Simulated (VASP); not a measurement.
**Ti: single point with PBEsol**

Crystal: Ti.

```
Ti
1.0
     0.00000    1.90274    1.90274
     1.90274    0.00000    1.90274
     1.90274    1.90274    0.00000
Ti
1
Direct
  0.00000 0.00000 0.00000
```

This isn't the form of Ti at room conditions, which is hcp.

```
Program             : VASP 6.6.1
Task                : single point
Functional          : PBEsol
Potentials or basis : VASP PAW PBE potentials, release 64 (Ti_sv)
Cutoff              : 500 eV
k mesh              : 17 × 17 × 17
Occupations         : fermi-dirac, width 0.1 eV
Spin                : no spin polarisation
```

The pressure is 29.5 GPa and the band gap on the k mesh is zero (bands 6 and 7 overlap by 1.54 eV).

Levels at points of the mesh, in eV from the Fermi level:
```
           k point  band 4  band 5  band 6  band 7  band 8  band 9
(0.00, 0.00, 0.00)  -31.72   -6.55    0.97    0.97    0.97    3.19
```

Wall time 36 s on 1 thread of Intel Xeon 8259CL, with other jobs on the host, peak memory 0.14 GiB.

Caveat: the cell stands under pressure; the PAW data sets were made with another functional, which shifts forces and pressure a little.
